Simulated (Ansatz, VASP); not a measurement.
# HfN in VASP and in Ansatz

File INCAR:

```
SYSTEM = HfN
PREC     = Accurate       ! precision mode
ENCUT    = 500            ! plane-wave cutoff, eV
EDIFF    = 1E-7           ! SCF threshold, eV
ISMEAR   = 0              ! smearing method
SIGMA    = 0.02           ! smearing width, eV
LREAL    = .False.        ! projectors in reciprocal space
LASPH    = .True.         ! aspherical terms in the spheres
NELM     = 80             ! most SCF steps
ALGO     = Normal         ! electronic algorithm
ISIF     = 2              ! what is computed and relaxed
LWAVE    = .False.        ! write WAVECAR
LCHARG   = .False.        ! write CHGCAR
GGA      = PE             ! functional
```

KPOINTS

```
regular mesh
0
Gamma
  10 10 10
  0 0 0
```

Contents of POSCAR:

```
HfN
1.0
    0.0000000000      2.2560000000      2.2560000000
    2.2560000000      0.0000000000      2.2560000000
    2.2560000000      2.2560000000      0.0000000000
Hf N
1 1
Cartesian
    0.0000000000      0.0000000000      0.0000000000
    2.2560000000      2.2560000000      2.2560000000
```

The input input.yaml:

```yaml
crystal:
  lattice:
    - [0.0, 2.256, 2.256]
    - [2.256, 0.0, 2.256]
    - [2.256, 2.256, 0.0]
  atoms:
    - { symbol: Hf, position: [0.0, 0.0, 0.0] }
    - { symbol: "N", position: [0.5, 0.5, 0.5] }
hamiltonian:
  xc: pbe
  pseudopotentials: { kind: paw }
kpoints:
  mp_grid: { grid: [10, 10, 10] }
scf:
  occupations: { method: gaussian, width: 0.02 }
output:
  forces: true
  stress: true
  eigenvalues: true
```

Alike in both runs: task single point; functional PBE; k mesh 10 × 10 × 10; occupations gaussian, width 0.02 eV; no spin polarisation.

|  | VASP | Ansatz |
| --- | --- | --- |
| version | VASP 6.6.1 | Ansatz 0.2.0 |
| potentials or method | VASP PAW PBE potentials, release 64 (Hf, N) | Ansatz PAW |
| plane-wave cutoff (eV) | 500 | 420 |
| valence electrons in the cell | 9 | 31 |

|  | VASP | Ansatz | Ansatz less VASP |
| --- | --- | --- | --- |
| gap on the k mesh at the Fermi level (eV) | none | none | - |
| pressure (GPa) | 4.1 | 6.6 | +2.52 |

A gap of «none» marks a metal or a gap that the smearing closes. VASP's potentials hold 9 valence electrons a cell and Ansatz's 31, so a difference there can come from the potentials and not from the codes.

Spin-orbit coupling is off throughout.
